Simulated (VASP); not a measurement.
# Hf (P6_3/mmc) in VASP: notebook

The runs below take Hf through single point, relaxation of cell and atoms, with LDA.

All numbers are computed with VASP 6.6.1; they aren't measurements. Logs are shortened: lines on timing, memory, paths and dates and some standing lists are left out, and cuts for length are marked.

### Step 1. The cell of the first run

It takes space group P6_3/mmc (No. 194, hexagonal). The conventional cell has a = 3.115 Å, b = 3.115 Å, c = 4.953 Å, α = 90.00°, β = 90.00°, γ = 120.00°. Within 4.0 Å of Hf (site symmetry -6m2) lie 12 Hf at 3.06 to 3.11 Å.

### Step 2. Single point, LDA

INCAR reads:

```
SYSTEM = Hf
PREC = Accurate ; ENCUT = 520
EDIFF = 1E-6 ; ISMEAR = -1
SIGMA = 0.02 ; LREAL = .FALSE.
LASPH = .TRUE. ; NELM = 60
ALGO = Normal ; ISIF = 2
LWAVE = .FALSE. ; LCHARG = .FALSE.
GGA = CA ; NBANDS = 17
```

KPOINTS reads:

```
regular mesh
0
G
  9 9 5
  0 0 0
```

POSCAR reads:

```
Hf
1.0
    3.1148541847      0.0000000000      0.0000000000
   -1.5574270924      2.6975428531      0.0000000000
    0.0000000000      0.0000000000      4.9532972122
Hf
2
Direct
    0.3333333333      0.6666666667      0.2500000000
    0.6666666667      0.3333333333      0.7500000000
```

Potentials or basis: VASP PAW LDA potentials, release 64 (Hf_pv).

Launch:

```sh
cat potpaw_LDA.64/Hf_pv/POTCAR > POTCAR
mpirun -np 1 vasp_std > vasp.out
```

OUTCAR:

```text
SYSTEM = Hf
   PREC = Accurate
   ENCUT = 520
   EDIFF = 1E-6
   ISMEAR = -1
   LREAL = .FALSE.
   LASPH = .TRUE.
   NELM = 60
   ISIF = 2
   GGA = CA

 ion  position               nearest neighbor table
   1  0.333  0.667  0.250-   2 3.06   2 3.06   2 3.06   2 3.06   2 3.06   2 3.06
   2  0.667  0.333  0.750-   1 3.06   1 3.06   1 3.06   1 3.06   1 3.06   1 3.06

  LATTYP: Found a hexagonal cell.
 ALAT       =     3.1148541847
 C/A-ratio  =     1.5902180065

  Lattice vectors:

 A1 = (   3.1148541847,   0.0000000000,   0.0000000000)
 A2 = (  -1.5574270924,   2.6975428531,   0.0000000000)
 A3 = (   0.0000000000,   0.0000000000,   4.9532972122)

Analysis of symmetry for initial positions (statically):
=====================================================================
 Subroutine PRICEL returns:
 Original cell was already a primitive cell.

 Routine SETGRP: Setting up the symmetry group for a
 hexagonal supercell.

 Subroutine GETGRP returns: Found 24 space group operations
 (whereof 12 operations were pure point group operations)
 out of a pool of 24 trial point group operations.

The static configuration has the point symmetry D_3d.
 The point group associated with its full space group is D_6h.

Analysis of symmetry for dynamics (positions and initial velocities):
=====================================================================
 Subroutine PRICEL returns:
 Original cell was already a primitive cell.

 Routine SETGRP: Setting up the symmetry group for a
 hexagonal supercell.

 Subroutine GETGRP returns: Found 24 space group operations
 (whereof 12 operations were pure point group operations)
 out of a pool of 24 trial point group operations.

The dynamic configuration has the point symmetry D_3d.
 The point group associated with its full space group is D_6h.

 Subroutine INISYM returns: Found 24 space group operations
 (whereof 12 operations are pure point group operations),
 and found     1 'primitive' translations

----------------------------------------------------------------------------------------

                                     Primitive cell

  volume of cell :      41.6198

  direct lattice vectors                    reciprocal lattice vectors
     3.114854185  0.000000000  0.000000000     0.321042316  0.185353867  0.000000000
    -1.557427092  2.697542853  0.000000000     0.000000000  0.370707735  0.000000000
     0.000000000  0.000000000  4.953297212     0.000000000  0.000000000  0.201885725

  length of vectors
     3.114854185  3.114854185  4.953297212     0.370707735  0.370707735  0.201885725

  position of ions in fractional coordinates (direct lattice)
     0.333333333  0.666666667  0.250000000
     0.666666667  0.333333333  0.750000000

  ion indices of the primitive-cell ions
   primitive index   ion index
                 1           1
                 2           2

----------------------------------------------------------------------------------------

 KPOINTS: regular mesh

Automatic generation of k-mesh.
 Grid dimensions read from file:
 generate k-points for:    9    9    5

 Generating k-lattice:

  Cartesian coordinates                     Fractional coordinates (reciprocal lattice)
     0.035671368  0.020594874  0.000000000     0.111111111  0.000000000  0.000000000
     0.000000000  0.041189748  0.000000000     0.000000000  0.111111111  0.000000000
     0.000000000  0.000000000  0.040377145     0.000000000  0.000000000  0.200000000

  Length of vectors
     0.041189748  0.041189748  0.040377145

  Shift w.r.t. Gamma in fractional coordinates (k-lattice)
     0.000000000  0.000000000  0.000000000

 Subroutine IBZKPT returns following result:
 ===========================================

 Found     36 irreducible k-points:

 Following reciprocal coordinates:
            Coordinates               Weight
  0.000000  0.000000  0.000000      1.000000
  0.111111  0.000000  0.000000      6.000000
  0.222222  0.000000  0.000000      6.000000
  0.333333  0.000000  0.000000      6.000000
  0.444444  0.000000  0.000000      6.000000
  0.111111  0.111111  0.000000      6.000000
[... 16 lines left out ...]
  0.333333  0.222222  0.200000     24.000000
  0.333333  0.333333  0.200000      4.000000
 [... further k-points ...]
   k-points           NKPTS =     36   k-points in BZ     NKDIM =     36   number of bands    NBANDS=     17
   number of dos      NEDOS =    301   number of ions     NIONS =      2
   total plane-waves  NPLWV =  23040
   dimension x,y,z NGX =    24 NGY =   24 NGZ =   40
   dimension x,y,z NGXF=    48 NGYF=   48 NGZF=   80
   ions per type =               2
   NGX,Y,Z   is equivalent  to a cutoff of  12.81, 12.81, 13.43 a.u.
   NGXF,Y,Z  is equivalent  to a cutoff of  25.62, 25.62, 26.85 a.u.
 SYSTEM =  Hf
   PREC   = accura    normal or accurate (medium, high low for compatibility)
   ISTART =      0    job   : 0-new  1-cont  2-samecut
   ICHARG =      2    charge: 1-file 2-atom 10-const
   ISPIN  =      1    spin polarized calculation?
   LNONCOLLINEAR =      F non collinear calculations
   LSORBIT =      F    spin-orbit coupling
   LASPH  =      T    aspherical Exc in radial PAW
   ENCUT  =  520.0 eV  38.22 Ry    6.18 a.u.   5.79  5.79  9.21*2*pi/ulx,y,z
   NELM   =     60;   NELMIN=  2; NELMDL= -5     # of ELM steps
   EDIFF  = 0.1E-05   stopping-criterion for ELM
   LREAL  =      F    real-space projection
   EDIFFG = 0.1E-04   stopping-criterion for IOM
   NSW    =      0    number of steps for IOM
   IBRION =     -1    ionic relax: 0-MD 1-quasi-New 2-CG
   NFREE  =      0    steps in history (QN), initial steepest desc. (CG)
   ISIF   =      2    stress and relaxation
   ISYM   =      2    0-nonsym 1-usesym 2-fastsym
   POTIM  = 0.5000    time-step for ionic-motion
   TEBEG  =    0.0;   TEEND  =   0.0 temperature during run
   PSTRESS=    0.0 pullay stress
   NELECT =      20.0000    total number of electrons
   NUPDOWN=      -1.0000    fix difference up-down
   EMIN   =  10.00;   EMAX   =-10.00  energy-range for DOS
   EFERMI =   0.00;   METHOD = LEGACY
   ISMEAR =    -1;   SIGMA  =   0.02  broadening in eV -4-tet -1-fermi 0-gaus
   EFERMI_NEDOS =   21; number of points for ismear=-14 and -15
   IALGO  =     38    algorithm
   IMIX   =      4    mixing-type and parameters
     AMIX     =   0.40;   BMIX     =  1.00
     AMIX_MAG =   1.60;   BMIX_MAG =  1.00
  volume/ion in A,a.u.               =      20.81       140.43
  Fermi-wavevector in a.u.,A,eV,Ry     =   1.282285  2.423168 22.371457  1.644256
  Thomas-Fermi vector in A             =   2.414606
   LORBIT       =      0    0 simple, 1 ext, 2 COOP (PROOUT), +10 PAW based schemes
   GGA     = CA    functional components
   LHFCALC =     F    Hartree Fock is set to
   AEXX    =    0.0000 exact exchange contribution
   IVDW    =     0    specifies the selected vdW correction
   LEPSILON=     F    determine dielectric tensor
   LRPA    =     F    only Hartree local field effects (RPA)
 non-spin polarized calculation
  energy-cutoff  :      520.00
  volume of cell :       41.62
 maximum number of plane-waves:      1134
 NGX is ok and might be reduce to    24
   NGX = 11   NGY = 11   NGZ = 19

 number of electron      19.9999997 magnetization

 Free energy of the ion-electron system (eV)
  ---------------------------------------------------
  ext. energy  EPLUGINS =         0.00000000
  ---------------------------------------------------
  free energy    TOTEN  =       -21.39831848 eV

  energy without entropy =      -21.39592934  energy(sigma->0) =      -21.39712391

 E-fermi :   5.3888     XC(G=0): -11.8043

 val. band max:        5.3796040078   @ k =   0.2222   0.2222   0.4000
 cond. band min:       5.4232823498   @ k =   0.2222   0.2222   0.4000
 fundamental gap:      0.0436783420
 Fermi energy:         5.3888319987

 k-point     1 :       0.0000    0.0000    0.0000
  band No.  band energies     occupation
      1     -25.5933      2.00000
      2     -24.6317      2.00000
      3     -24.6317      2.00000
      4     -24.4803      2.00000
      5     -24.4723      2.00000
      6     -24.4723      2.00000
[... 9 lines left out ...]
     16       8.0476      0.00000
     17      10.9625      0.00000

 k-point     2 :       0.1111    0.0000    0.0000
  band No.  band energies     occupation
      1     -25.5525      2.00000
      2     -24.7214      2.00000
      3     -24.6611      2.00000
      4     -24.5663      2.00000
      5     -24.4987      2.00000
      6     -24.4843      2.00000
[... 9 lines left out ...]
     16       7.6946      0.00000
     17      11.2557      0.00000

 k-point     3 :       0.2222    0.0000    0.0000
  band No.  band energies     occupation
      1     -25.4396      2.00000
      2     -24.9477      2.00000
      3     -24.7925      2.00000
      4     -24.7316      2.00000
      5     -24.5544      2.00000
      6     -24.5178      2.00000
[... 9 lines left out ...]
     16       8.7410      0.00000
     17      11.7412      0.00000

 k-point     4 :       0.3333    0.0000    0.0000
  band No.  band energies     occupation
      1     -25.2841      2.00000
      2     -25.2028      2.00000
      3     -25.0321      2.00000
      4     -24.8073      2.00000
      5     -24.6445      2.00000
      6     -24.5590      2.00000
[... 9 lines left out ...]
     16      10.2640      0.00000
     17      12.0625      0.00000

 k-point     5 :       0.4444    0.0000    0.0000
  band No.  band energies     occupation
      1     -25.3668      2.00000
      2     -25.1805      2.00000
      3     -25.1445      2.00000
      4     -24.8549      2.00000
      5     -24.7409      2.00000
      6     -24.5869      2.00000
[... 9 lines left out ...]
     16      11.8080      0.00000
     17      12.1947      0.00000

 k-point     6 :       0.1111    0.1111    0.0000
  band No.  band energies     occupation
      1     -25.4755      2.00000
      2     -24.8532      2.00000
      3     -24.7892      2.00000
      4     -24.6565      2.00000
      5     -24.5359      2.00000
      6     -24.5249      2.00000
[... 9 lines left out ...]
     16       8.5495      0.00000
     17      11.4942      0.00000

 k-point     7 :       0.2222    0.1111    0.0000
  band No.  band energies     occupation
      1     -25.3399      2.00000
      2     -25.0746      2.00000
      3     -24.9799      2.00000
      4     -24.7684      2.00000
      5     -24.6100      2.00000
      6     -24.5844      2.00000
[... 9 lines left out ...]
     16      10.0498      0.00000
     17      11.7423      0.00000

 k-point     8 :       0.3333    0.1111    0.0000
  band No.  band energies     occupation
      1     -25.2824      2.00000
      2     -25.1838      2.00000
      3     -25.1213      2.00000
      4     -24.8707      2.00000
      5     -24.7116      2.00000
      6     -24.6320      2.00000
[... 9 lines left out ...]
     16      11.8306      0.00000
     17      11.8890      0.00000
[... 203 lines left out ...]
      1     -25.3448      2.00000
      2     -25.0609      2.00000
      3     -24.9628      2.00000
      4     -24.7824      2.00000
      5     -24.6200      2.00000
      6     -24.5878      2.00000
[... 9 lines left out ...]
     16       9.9002      0.00000
     17      11.5302      0.00000

 k-point    20 :       0.3333    0.1111    0.2000
  band No.  band energies     occupation
      1     -25.3742      2.00000
      2     -25.2170      2.00000
      3     -25.0180      2.00000
      4     -24.8534      2.00000
      5     -24.7008      2.00000
      6     -24.6339      2.00000
[... 9 lines left out ...]
     16      11.1060      0.00000
     17      12.2420      0.00000

 k-point    21 :       0.4444    0.1111    0.2000
  band No.  band energies     occupation
      1     -25.4260      2.00000
      2     -25.2657      2.00000
      3     -25.0089      2.00000
      4     -24.8576      2.00000
      5     -24.7540      2.00000
      6     -24.6550      2.00000
[... 9 lines left out ...]
     16      11.8764      0.00000
     17      12.6011      0.00000

 k-point    22 :       0.2222    0.2222    0.2000
  band No.  band energies     occupation
      1     -25.3090      2.00000
      2     -25.2104      2.00000
      3     -24.9710      2.00000
      4     -24.9133      2.00000
      5     -24.7224      2.00000
      6     -24.6470      2.00000
[... 9 lines left out ...]
     16      11.0885      0.00000
     17      12.2686      0.00000

 k-point    23 :       0.3333    0.2222    0.2000
  band No.  band energies     occupation
      1     -25.3291      2.00000
      2     -25.2322      2.00000
      3     -25.0616      2.00000
      4     -24.8945      2.00000
      5     -24.8151      2.00000
      6     -24.7084      2.00000
[... 9 lines left out ...]
     16      11.7807      0.00000
     17      12.5362      0.00000

 k-point    24 :       0.3333    0.3333    0.2000
  band No.  band energies     occupation
      1     -25.2141      2.00000
      2     -25.2080      2.00000
      3     -25.2080      2.00000
      4     -24.9268      2.00000
      5     -24.7909      2.00000
      6     -24.7909      2.00000
[... 9 lines left out ...]
     16      10.9583      0.00000
     17      12.0332      0.00000

 [... further k-points ...]

------------------------ aborting loop because EDIFF is reached ----------------------------------------

  FORCE on cell =-STRESS in cart. coord.  units (eV):
  Direction    XX          YY          ZZ          XY          YZ          ZX
  --------------------------------------------------------------------------------------
  -------------------------------------------------------------------------------------
  Total        0.0253268      0.0253268      0.0309765     -0.0000000      0.0000000      0.0000000
  in kB        0.9749687      0.9749687      1.1924562     -0.0000000      0.0000000      0.0000000
  external PRESSURE =       1.0474645 kB  Pullay stress =       0.0000000 kB

 VOLUME and BASIS-vectors are now :
 -----------------------------------------------------------------------------
  energy-cutoff  :      520.00
  volume of cell :       41.62
      direct lattice vectors                 reciprocal lattice vectors
     3.114854185  0.000000000  0.000000000     0.321042316  0.185353867  0.000000000
    -1.557427092  2.697542853  0.000000000     0.000000000  0.370707735  0.000000000
     0.000000000  0.000000000  4.953297212     0.000000000  0.000000000  0.201885725

 POSITION                                       TOTAL-FORCE (eV/Angst)
 -----------------------------------------------------------------------------------
     -0.00000      1.79836      1.23832         0.000000     -0.000000      0.000000
      1.55743      0.89918      3.71497        -0.000000      0.000000      0.000000
 -----------------------------------------------------------------------------------
    total drift:                               -0.000000      0.000000     -0.000000

  FREE ENERGIE OF THE ION-ELECTRON SYSTEM (eV)
  ---------------------------------------------------
  free  energy   TOTEN  =       -21.3983184764 eV

  energy  without entropy=      -21.3959293350  energy(sigma->0) =      -21.39712391
```

Run time: 15 s. Hardware: 1 thread of Intel Xeon Platinum 8488C (Sapphire Rapids), shared host; peak memory 0.15 GiB.

What came out:

| Property | Result |
| --- | --- |
| Free energy | -21.3983 eV |
| Pressure | 0.1 GPa |
| Band gap on the k mesh | zero (band 10 reaches 6.45 eV, above the bottom of band 11 at 4.99 eV) |

Levels at points of the mesh, in eV from the Fermi level:
```csv
k point,band 8,band 9,band 10,band 11,band 12,band 13
"(0.00, 0.00, 0.00)",-4.02,0.96,1.06,1.06,1.30,1.94
```

Caveat: spin-orbit coupling is left out, which moves the levels of the heavy elements.

### Step 3. Relaxation of cell and atoms, LDA

This run uses another cell than the first one, of 22.38 Å³/atom, 1.075 times its volume.

INCAR reads:

```
SYSTEM = Hf
PREC = Accurate ; ENCUT = 600
EDIFF = 1E-6 ; ISMEAR = -1
SIGMA = 0.02 ; LREAL = .FALSE.
LASPH = .TRUE. ; NELM = 100
ALGO = Normal ; ISIF = 3
LWAVE = .FALSE. ; LCHARG = .FALSE.
IBRION = 2 ; NSW = 60
EDIFFG = -0.01
```

KPOINTS is that of step 2.

POSCAR reads:

```
Hf
1.0
    3.1967000000      0.0000000000      0.0000000000
   -1.5983500000      2.7684234083      0.0000000000
    0.0000000000      0.0000000000      5.0578000000
Hf
2
Direct
    0.3333330000      0.6666670000      0.2500000000
    0.6666670000      0.3333330000      0.7500000000
```

Potentials or basis: VASP PAW LDA potentials, release 64 (Hf_pv).

Launch:

```sh
cat potpaw_LDA.64/Hf_pv/POTCAR > POTCAR
mpirun -np 1 vasp_std > vasp.out
```

It took 68 s on 1 thread of Intel Xeon Platinum 8488C (Sapphire Rapids), shared host; peak memory 0.18 GiB.

The run converged. Its results:

```yaml
Free_energy: -21.3988 eV
Relaxed_volume: 20.83 Å³/atom
Relaxed_cell: a = 3.116 Å, b = 3.116 Å, c = 4.955 Å, α = 90.00°, β = 90.00°, γ = 120.00°
Space_group_after_relaxing_to_0.05_Å: P6_3/mmc (No. 194)
Energy_gained_by_relaxing: 39.5 meV/atom
Ionic_steps: 9
Pressure_after_relaxing: 0.0 GPa
Band_gap_on_the_k_mesh: zero (band 10 reaches 6.44 eV, above the bottom of band 11 at 4.99 eV)
```

Step by step:
```tsv
step	energy change (eV)	largest force (eV/Å)	pressure (GPa)	volume (Å³)
1	0.0000	0.0000	-7.72	44.76
2	0.0548	0.0000	12.70	38.13
3	-0.0785	0.0000	-0.24	41.76
4	-0.0785	0.0000	-0.02	41.68
5	-0.0785	0.0000	0.16	41.62
6	-0.0790	0.0000	0.18	41.60
7	-0.0790	0.0000	0.19	41.59
8	-0.0790	0.0000	-0.22	41.73
9	-0.0790	0.0000	-0.01	41.66
```

Final structure:
```
Hf
1.0
     3.11557    0.00000    0.00000
    -1.55779    2.69817    0.00000
     0.00000    0.00000    4.95533
Hf
2
Direct
  0.33333 0.66667 0.25000
  0.66667 0.33333 0.75000
```

Levels at points of the mesh, in eV from the Fermi level:
| k point | band 8 | band 9 | band 10 | band 11 | band 12 | band 13 |
| --- | --- | --- | --- | --- | --- | --- |
| (0.00, 0.00, 0.00) | -4.02 | 0.95 | 1.06 | 1.06 | 1.30 | 1.94 |

Caveat: spin-orbit coupling is left out, which moves the levels of the heavy elements. Zero-point motion and thermal expansion aren't in these numbers.
